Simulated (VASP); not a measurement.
Wanted: the native input for a VASP 6.6.1 run.

| Property | Result |
| --- | --- |
| Task | single point |
| Functional | PBE |
| Potentials or basis | VASP PAW PBE potentials, release 64 (Be, In_d, Cu) |
| Cutoff | 520 eV |
| k mesh | 6 × 6 × 6 |
| Occupations | methfessel-paxton, width 0.15 eV |
| Spin | no spin polarisation |
| Dipole correction | no |
| Further INCAR settings | ALGO = Normal; EDIFF = 1e-07; NBANDS = 25 |

The structure of Be4InCu lies in POSCAR:

```
Be4InCu
1.0
    0.0000000000      3.1379271733      3.1379271733
    3.1379271733      0.0000000000      3.1379271733
    3.1379271733      3.1379271733      0.0000000000
Be In Cu
4 1 1
Direct
    0.3763000000      0.3763000000      0.3763000000
    0.8711000000      0.3763000000      0.3763000000
    0.3763000000      0.3763000000      0.8711000000
    0.3763000000      0.8711000000      0.3763000000
    0.0000000000      0.0000000000      0.0000000000
    0.7500000000      0.7500000000      0.7500000000
```

One way to write it, as run:

INCAR

```
SYSTEM = Be4InCu
  PREC = Accurate
  ENCUT = 520
  EDIFF = 1E-7
  ISMEAR = 1
  SIGMA = 0.15
  LREAL = .FALSE.
  LASPH = .TRUE.
  NELM = 100
  ALGO = Normal
  ISIF = 2
  LWAVE = .FALSE.
  LCHARG = .FALSE.
  GGA = PE
  NBANDS = 25
```

KPOINTS

```
regular mesh
0
G
  6 6 6
  0 0 0
```

Potentials or basis: VASP PAW PBE potentials, release 64 (Be, In_d, Cu).

Launch:

```bash
$ cat potpaw_PBE.64/Be/POTCAR potpaw_PBE.64/In_d/POTCAR potpaw_PBE.64/Cu/POTCAR > POTCAR
$ mpirun -np 1 vasp_std > vasp.out
```

Results of the run:

```json
{
  "Pressure": "7.4 GPa",
  "Largest force": "0.031 eV/Å",
  "Band gap on the k mesh": "zero (bands 16 and 17 overlap by 1.04 eV)"
}
```

Caveat: the cell stands under pressure; spin-orbit coupling is left out, which moves the levels of the heavy elements.

It took 93 s on 1 thread of Intel(R) Xeon(R) Platinum 8259CL CPU @ 2.50GHz (Skylake/Cascade Lake) (shared host), peak memory 0.21 GiB.
